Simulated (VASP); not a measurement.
A run of VASP 6.6.1:

File INCAR:

```
PREC     = Accurate       # precision mode
ENCUT    = 600            # plane-wave cutoff, eV
EDIFF    = 1E-7           # SCF threshold, eV
ISMEAR   = -1             # smearing method
SIGMA    = 0.05           # smearing width, eV
LREAL    = False          # projectors in reciprocal space
LASPH    = True           # aspherical terms in the spheres
NELM     = 60             # most SCF steps
ALGO     = Normal         # electronic algorithm
ISIF     = 3              # what is computed and relaxed
LWAVE    = False          # write WAVECAR
LCHARG   = False          # write CHGCAR
GGA      = PS             # functional
IBRION   = 2              # ionic algorithm
NSW      = 60             # ionic steps
EDIFFG   = -0.01          # ionic threshold
PSTRESS  = 20.0
```

Contents of KPOINTS:

```
regular mesh
0
Gamma
  4 4 6
```

The input POSCAR:

```
La2O3
1.0
    6.2667802772      0.0000000000      0.0000000000
   -3.1333901386      5.4271909200      0.0000000000
    0.0000000000      0.0000000000      3.2997660000
La O
2 3
Direct
    0.6666666667      0.3333333333      0.5000000000
    0.3333333333      0.6666666667      0.5000000000
    0.5080139900      0.0000000000      0.0000000000
    0.0000000000      0.5080139900      0.0000000000
    0.4919860100      0.4919860100      0.0000000000
```

Potentials or basis: VASP PAW PBE potentials, release 64 (La, O).

Launch:

```sh
$ cat potpaw_PBE.64/La/POTCAR potpaw_PBE.64/O/POTCAR > POTCAR
$ mpirun -np 1 vasp_std > vasp.out
```

Hardware: 1 thread of AMD EPYC 7R13 Processor (Zen 3), on a shared host.

Problem. How long does it take, and how much memory?

Solution. Run time: 9.7 min on 1 thread of AMD EPYC 7R13 Processor (Zen 3) (shared host), peak memory 0.26 GiB. Counts: scf iterations 129, k points 16, ion steps 14.
